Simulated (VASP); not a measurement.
# CdS (F-43m) in VASP: further runs

CdS is run at these levels: PBEsol; tasks: electric field gradients.

Program: VASP 6.6.1. These are calculated values, not measurements. Logs are shortened: lines on timing, memory, paths and dates and some standing lists are left out, and cuts for length are marked.

**1. The cell of the first run**

The structure is cubic, space group F-43m (No. 216). Conventional cell: a = 5.886 Å, b = 5.886 Å, c = 5.886 Å, α = 90.00°, β = 90.00°, γ = 90.00°. Cd (site symmetry -43m) has 4 S at 2.55 Å within 3.4 Å. Within 3.4 Å of S (site symmetry -43m) lie 4 Cd at 2.55 Å.

**2. Electric field gradients, PBEsol**

Contents of INCAR:

```
ALGO = Normal ; EDIFF = 1E-8
ENCUT = 520 ; GGA = PS
ISIF = 2 ; ISMEAR = -1
LASPH = True ; LCHARG = False
LEFG = True ; LREAL = False
LWAVE = False ; NBANDS = 16
NELM = 80 ; PREC = Accurate
SIGMA = 0.02
```

Contents of KPOINTS:

```
k-points
0
Gamma
  7 7 7
```

Contents of POSCAR:

```
CdS
1.0
    0.0000000000      2.9429534649      2.9429534649
    2.9429534649      0.0000000000      2.9429534649
    2.9429534649      2.9429534649      0.0000000000
Cd S
1 1
Direct
    0.0000000000      0.0000000000      0.0000000000
    0.7500000000      0.7500000000      0.7500000000
```

Potentials or basis: VASP PAW PBE potentials, release 64 (Cd, S).

Run with:

```sh
$ cat potpaw_PBE.64/Cd/POTCAR potpaw_PBE.64/S/POTCAR > POTCAR
$ mpirun -np 1 vasp_std > vasp.out
```

OUTCAR:

```text
EDIFF = 1E-8
   ENCUT = 520
   GGA = PS
   ISIF = 2
   ISMEAR = -1
   LASPH = True
   LREAL = False
   NELM = 80
   PREC = Accurate

 ion  position               nearest neighbor table
   1  0.000  0.000  0.000-   2 2.55   2 2.55   2 2.55   2 2.55
   2  0.750  0.750  0.750-   1 2.55   1 2.55   1 2.55   1 2.55

  LATTYP: Found a face centered cubic cell.
 ALAT       =     5.8859069298

  Lattice vectors:

 A1 = (   0.0000000000,   2.9429534649,   2.9429534649)
 A2 = (   2.9429534649,   0.0000000000,   2.9429534649)
 A3 = (   2.9429534649,   2.9429534649,   0.0000000000)

Analysis of symmetry for initial positions (statically):
=====================================================================
 Subroutine PRICEL returns:
 Original cell was already a primitive cell.

 Routine SETGRP: Setting up the symmetry group for a
 face centered cubic supercell.

 Subroutine GETGRP returns: Found 24 space group operations
 (whereof 24 operations were pure point group operations)
 out of a pool of 48 trial point group operations.

The static configuration has the point symmetry T_d .

Analysis of symmetry for dynamics (positions and initial velocities):
=====================================================================
 Subroutine PRICEL returns:
 Original cell was already a primitive cell.

 Routine SETGRP: Setting up the symmetry group for a
 face centered cubic supercell.

 Subroutine GETGRP returns: Found 24 space group operations
 (whereof 24 operations were pure point group operations)
 out of a pool of 48 trial point group operations.

The dynamic configuration has the point symmetry T_d .

 Subroutine INISYM returns: Found 24 space group operations
 (whereof 24 operations are pure point group operations),
 and found     1 'primitive' translations

----------------------------------------------------------------------------------------

                                     Primitive cell

  volume of cell :      50.9777

  direct lattice vectors                    reciprocal lattice vectors
     0.000000000  2.942953465  2.942953465    -0.169897352  0.169897352  0.169897352
     2.942953465  0.000000000  2.942953465     0.169897352 -0.169897352  0.169897352
[... 117 lines left out ...]
 number of electron      18.0000005 magnetization

 Free energy of the ion-electron system (eV)
  ---------------------------------------------------
  ext. energy  EPLUGINS =         0.00000000
  ---------------------------------------------------
  free energy    TOTEN  =        -6.80730024 eV

  energy without entropy =       -6.80730024  energy(sigma->0) =       -6.80730024

 E-fermi :   1.4432     XC(G=0):  -9.2511

 val. band max:        0.9836478373   @ k =   0.0000   0.0000   0.0000
 cond. band min:       1.9348157144   @ k =   0.0000   0.0000   0.0000
 fundamental gap:      0.9511678770
 Fermi energy:         1.4431785735

 k-point     1 :       0.0000    0.0000    0.0000
  band No.  band energies     occupation
      1     -11.2364      2.00000
      2      -6.6486      2.00000
      3      -6.6486      2.00000
      4      -6.6486      2.00000
      5      -6.1968      2.00000
      6      -6.1968      2.00000
[... 357 lines left out ...]
      3      -6.4040      2.00000
      4      -6.2450      2.00000
      5      -6.1798      2.00000
      6      -5.6287      2.00000
[... 8 lines left out ...]
     15      13.1375      0.00000
     16      14.8048      0.00000

------------------------ aborting loop because EDIFF is reached ----------------------------------------

  FORCE on cell =-STRESS in cart. coord.  units (eV):
  Direction    XX          YY          ZZ          XY          YZ          ZX
  --------------------------------------------------------------------------------------
  -------------------------------------------------------------------------------------
  Total       -0.4619225     -0.4619225     -0.4619225      0.0000000      0.0000000     -0.0000000
  in kB      -14.5177578    -14.5177578    -14.5177578      0.0000000      0.0000000     -0.0000000
  external PRESSURE =     -14.5177578 kB  Pullay stress =       0.0000000 kB

 VOLUME and BASIS-vectors are now :
 -----------------------------------------------------------------------------
  energy-cutoff  :      520.00
  volume of cell :       50.98
      direct lattice vectors                 reciprocal lattice vectors
     0.000000000  2.942953465  2.942953465    -0.169897352  0.169897352  0.169897352
     2.942953465  0.000000000  2.942953465     0.169897352 -0.169897352  0.169897352
     2.942953465  2.942953465  0.000000000     0.169897352  0.169897352 -0.169897352

 POSITION                                       TOTAL-FORCE (eV/Angst)
 -----------------------------------------------------------------------------------
      0.00000      0.00000      0.00000        -0.000000     -0.000000     -0.000000
      4.41443      4.41443      4.41443         0.000000      0.000000      0.000000
 -----------------------------------------------------------------------------------
    total drift:                                0.000000      0.000000      0.000000

  FREE ENERGIE OF THE ION-ELECTRON SYSTEM (eV)
  ---------------------------------------------------
  free  energy   TOTEN  =        -6.8073002449 eV

  energy  without entropy=       -6.8073002449  energy(sigma->0) =       -6.80730024

 Electric field gradients (V/A^2)
---------------------------------------------------------------------
 ion       V_xx      V_yy      V_zz      V_xy      V_xz      V_yz
---------------------------------------------------------------------
   1       0.000    -0.000     0.000     0.002     0.002     0.002
   2       0.000    -0.000     0.000    -0.000    -0.000    -0.000
---------------------------------------------------------------------

 Electric field gradients after diagonalization (V/A^2)
 (convention: |V_zz| > |V_xx| > |V_yy|)
----------------------------------------------------------------------
 ion       V_xx      V_yy      V_zz     asymmetry (V_yy - V_xx)/ V_zz
----------------------------------------------------------------------
   1      -0.002    -0.002     0.003       0.000
   2       0.000     0.000    -0.001       0.000
----------------------------------------------------------------------

           NMR quadrupolar parameters

 Cq : quadrupolar parameter    Cq=e*Q*V_zz/h
 eta: asymmetry parameters     (V_yy - V_xx)/ V_zz
 Q  : nuclear electric quadrupole moment in mb (millibarn)
----------------------------------------------------------------------
 ion       Cq(MHz)       eta       Q (mb)
----------------------------------------------------------------------
   1       0.000       0.000       1.000
   2      -0.000       0.000       1.000
----------------------------------------------------------------------
```

OSZICAR:

```text
N       E                     dE             d eps       ncg     rms          rms(c)
DAV:   1     0.102947305540E+03    0.10295E+03   -0.92638E+03   664   0.103E+03
DAV:   2    -0.327957628064E+01   -0.10623E+03   -0.99155E+02   768   0.249E+02
DAV:   3    -0.728498043536E+01   -0.40054E+01   -0.39978E+01   800   0.498E+01
DAV:   4    -0.730916522206E+01   -0.24185E-01   -0.24183E-01   808   0.379E+00
DAV:   5    -0.730948366675E+01   -0.31844E-03   -0.31844E-03   808   0.416E-01    0.732E+00
DAV:   6    -0.682912732753E+01    0.48036E+00   -0.80019E-01   968   0.119E+01    0.597E+00
DAV:   7    -0.680992882462E+01    0.19199E-01   -0.15721E-01   824   0.280E+00    0.290E+00
DAV:   8    -0.680743603158E+01    0.24928E-02   -0.15783E-02   752   0.155E+00    0.231E-01
DAV:   9    -0.680720741933E+01    0.22861E-03   -0.18495E-03   784   0.634E-01    0.562E-02
DAV:  10    -0.680725782870E+01   -0.50409E-04   -0.19178E-04   832   0.153E-01    0.607E-02
DAV:  11    -0.680730597012E+01   -0.48141E-04   -0.82931E-05   824   0.802E-02    0.250E-02
DAV:  12    -0.680729977975E+01    0.61904E-05   -0.18310E-05   880   0.533E-02    0.787E-03
DAV:  13    -0.680730019791E+01   -0.41816E-06   -0.18197E-06   768   0.830E-03    0.306E-03
DAV:  14    -0.680730024462E+01   -0.46713E-07   -0.18752E-07   792   0.292E-03    0.233E-03
DAV:  15    -0.680730024486E+01   -0.24261E-09   -0.99567E-09   688   0.690E-04
   1 F= -.68073002E+01 E0= -.68073002E+01  d E =-.947502E-12
```

Run time: 15 s. Hardware: 1 thread of Intel Xeon Platinum 8488C (Sapphire Rapids), shared host; peak memory 0.17 GiB.

What came out:

* Free energy: -6.8073 eV
* Pressure: -1.5 GPa
* Band gap on the k mesh: 0.95 eV, direct

Caveat: without QUAD_EFG the Cq values of the log hold for a quadrupole moment of 1 mb, not for the nuclei; the PAW data sets were made with another functional, which shifts forces and pressure a little. As with any semilocal functional, this PBEsol gap is likely too small.

**3. Electric field gradients, PBEsol (volume scaled by 1.02)**

Contents of INCAR:

```
SYSTEM = CdS
ALGO = Normal
EDIFF = 1E-8
ENCUT = 520
GGA = PS
ISIF = 2
ISMEAR = -1
LASPH = .True.
LCHARG = .False.
LEFG = .True.
LREAL = .False.
LWAVE = .False.
NBANDS = 16
NELM = 80
PREC = Accurate
SIGMA = 0.02
```

Contents of KPOINTS:

```
k-points
0
Gamma
  7 7 7
  0 0 0
```

Contents of POSCAR:

```
CdS
1.0
    0.0000000000      2.9624437910      2.9624437910
    2.9624437910      0.0000000000      2.9624437910
    2.9624437910      2.9624437910      0.0000000000
Cd S
1 1
Direct
    0.0000000000      0.0000000000      0.0000000000
    0.7500000000      0.7500000000      0.7500000000
```

Potentials or basis: VASP PAW PBE potentials, release 64 (Cd, S).

Run with:

```sh
$ cat potpaw_PBE.64/Cd/POTCAR potpaw_PBE.64/S/POTCAR > POTCAR
$ mpirun -np 1 vasp_std > vasp.out
```

OUTCAR:

```text
SYSTEM = CdS
   EDIFF = 1E-8
   ENCUT = 520
   GGA = PS
   ISIF = 2
   ISMEAR = -1
   LASPH = .True.
   LREAL = .False.
   NELM = 80
   PREC = Accurate

 ion  position               nearest neighbor table
   1  0.000  0.000  0.000-   2 2.57   2 2.57   2 2.57   2 2.57
   2  0.750  0.750  0.750-   1 2.57   1 2.57   1 2.57   1 2.57

  LATTYP: Found a face centered cubic cell.
 ALAT       =     5.9248875820

  Lattice vectors:

 A1 = (   0.0000000000,   2.9624437910,   2.9624437910)
 A2 = (   2.9624437910,   0.0000000000,   2.9624437910)
[... 584 lines left out ...]
  ---------------------------------------------------
  free  energy   TOTEN  =        -6.7948811933 eV

  energy  without entropy=       -6.7948811933  energy(sigma->0) =       -6.79488119

 Electric field gradients (V/A^2)
---------------------------------------------------------------------
 ion       V_xx      V_yy      V_zz      V_xy      V_xz      V_yz
---------------------------------------------------------------------
   1      -0.000    -0.000    -0.000     0.001     0.001     0.001
   2      -0.000     0.000    -0.000    -0.000    -0.000    -0.000
---------------------------------------------------------------------

 Electric field gradients after diagonalization (V/A^2)
 (convention: |V_zz| > |V_xx| > |V_yy|)
----------------------------------------------------------------------
 ion       V_xx      V_yy      V_zz     asymmetry (V_yy - V_xx)/ V_zz
----------------------------------------------------------------------
   1      -0.001    -0.001     0.002       0.000
   2       0.000     0.000    -0.001       0.000
----------------------------------------------------------------------

           NMR quadrupolar parameters

 Cq : quadrupolar parameter    Cq=e*Q*V_zz/h
 eta: asymmetry parameters     (V_yy - V_xx)/ V_zz
 Q  : nuclear electric quadrupole moment in mb (millibarn)
----------------------------------------------------------------------
 ion       Cq(MHz)       eta       Q (mb)
----------------------------------------------------------------------
   1       0.000       0.000       1.000
   2      -0.000       0.000       1.000
----------------------------------------------------------------------
```

OSZICAR:

```text
N       E                     dE             d eps       ncg     rms          rms(c)
DAV:   1     0.107728596162E+03    0.10773E+03   -0.88995E+03   648   0.102E+03
DAV:   2    -0.285930250328E+01   -0.11059E+03   -0.10471E+03   752   0.252E+02
DAV:   3    -0.727104613508E+01   -0.44117E+01   -0.44015E+01   776   0.517E+01
DAV:   4    -0.729930474740E+01   -0.28259E-01   -0.28254E-01   848   0.408E+00
DAV:   5    -0.729968335724E+01   -0.37861E-03   -0.37861E-03   776   0.440E-01    0.700E+00
DAV:   6    -0.681629880695E+01    0.48338E+00   -0.81017E-01   984   0.118E+01    0.576E+00
DAV:   7    -0.679759807604E+01    0.18701E-01   -0.15229E-01   824   0.276E+00    0.282E+00
DAV:   8    -0.679499469524E+01    0.26034E-02   -0.15068E-02   768   0.150E+00    0.219E-01
DAV:   9    -0.679477831136E+01    0.21638E-03   -0.17504E-03   784   0.602E-01    0.587E-02
DAV:  10    -0.679483696662E+01   -0.58655E-04   -0.18840E-04   816   0.146E-01    0.622E-02
DAV:  11    -0.679488699388E+01   -0.50027E-04   -0.84666E-05   808   0.791E-02    0.256E-02
DAV:  12    -0.679488070204E+01    0.62918E-05   -0.17924E-05   864   0.515E-02    0.748E-03
DAV:  13    -0.679488109401E+01   -0.39197E-06   -0.17177E-06   760   0.815E-03    0.356E-03
DAV:  14    -0.679488118724E+01   -0.93235E-07   -0.22962E-07   800   0.313E-03    0.214E-03
DAV:  15    -0.679488119325E+01   -0.60074E-08   -0.63957E-09   616   0.578E-04
   1 F= -.67948812E+01 E0= -.67948812E+01  d E =-.129969E-11
```

Wall time 14 s (1 thread of Intel Xeon Platinum 8488C (Sapphire Rapids), shared host); peak memory 0.18 GiB.

What came out:

| Item | Value |
| --- | --- |
| Free energy | -6.7949 eV |
| Pressure | -2.5 GPa |
| Band gap on the k mesh | 0.91 eV, direct |

Levels at points of the mesh, in eV from the valence-band top:
```csv
k point,band 5,band 6,band 7,band 8,band 9,band 10,band 11,band 12,band 13,band 14
"(0.00, 0.00, 0.00)",-7.14,-7.14,0.00,0.00,0.00,0.91,6.45,6.45,6.45,10.95
```

Caveat: without QUAD_EFG the Cq values of the log hold for a quadrupole moment of 1 mb, not for the nuclei; the PAW data sets were made with another functional, which shifts forces and pressure a little.

[end of part 1 of 2]
